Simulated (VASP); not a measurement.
Here is a VASP 6.6.1 calculation.

The input INCAR:

```
SYSTEM = MgO
ALGO = Normal
EDIFF = 1E-6
ENCUT = 520
GGA = PE
ISIF = 2
ISMEAR = 0
LASPH = .True.
LCHARG = .True.
LELF = .True.
LREAL = .False.
LVHAR = .True.
LWAVE = .False.
NBANDS = 16
NELM = 60
PREC = Accurate
SIGMA = 0.05
```

KPOINTS

```
k-points
0
Gamma
  9 9 6
  0 0 0
```

POSCAR

```
MgO
1.0
    3.6270000000      0.0000000000      0.0000000000
   -1.8135000000      3.1410741395      0.0000000000
    0.0000000000      0.0000000000      4.3242000000
Mg O
2 2
Direct
    0.6666666667      0.3333333333      0.7500000000
    0.3333333333      0.6666666667      0.2500000000
    0.6666666667      0.3333333333      0.2500000000
    0.3333333333      0.6666666667      0.7500000000
```

Potentials or basis: VASP PAW PBE potentials, release 64 (Mg, O).

The run is started by

```sh
$ cat potpaw_PBE.64/Mg/POTCAR potpaw_PBE.64/O/POTCAR > POTCAR
$ mpirun -np 1 vasp_std > vasp.out
```

Problem. What does it give for the pressure?

Solution. -8.9 GPa.

Problem. Predict the band gap on the k mesh.

Solution. 2.89 eV.

Stress tensor (GPa, compression positive):
```
-8.98  0.00  0.00
 0.00 -8.98  0.00
 0.00  0.00 -8.63
```

Caveat: the cell stands under tension.
